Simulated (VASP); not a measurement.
The system is InP (pbe).

```
CELL_PARAMETERS angstrom
0.00000 2.95198 2.95198
2.95198 0.00000 2.95198
2.95198 2.95198 0.00000
ATOMIC_POSITIONS crystal
In 0.00000 0.00000 0.00000
P 0.75000 0.75000 0.75000
```

| Quantity | Value |
| --- | --- |
| Program | VASP 6.6.1 |
| Task | relaxation of cell and atoms |
| Functional | PBE |
| Potentials or basis | VASP PAW PBE potentials, release 64 (In_d, P) |
| Cutoff | 600 eV |
| k mesh | 10 × 10 × 10 |
| Occupations | gaussian, width 0.02 eV |
| Spin | no spin polarisation |

At the start: pressure 1.8 GPa; volume 25.72 Å³/atom.

Question: How do energy, volume and symmetry change on relaxing?

Answer: Over 3 steps the energy falls by 3.9 meV/atom and the volume is 26.45 Å³/atom (+2.8 %); space group F-43m (No. 216, to 0.05 Å).

Step by step:
```
step  energy change (eV)  largest force (eV/Å)  pressure (GPa)  volume (Å³)
   1              0.0000                0.0000            1.75        51.45
   2             -0.0061                0.0000           -0.74        53.57
   3             -0.0077                0.0000            0.01        52.89
```

Final structure:
```xyz
2
Lattice="0.0000 2.9794 2.9794 2.9794 0.0000 2.9794 2.9794 2.9794 0.0000" Properties=species:S:1:pos:R:3 pbc="T T T"
In    0.0000    0.0000    0.0000
P     4.4690    4.4690    4.4690
```
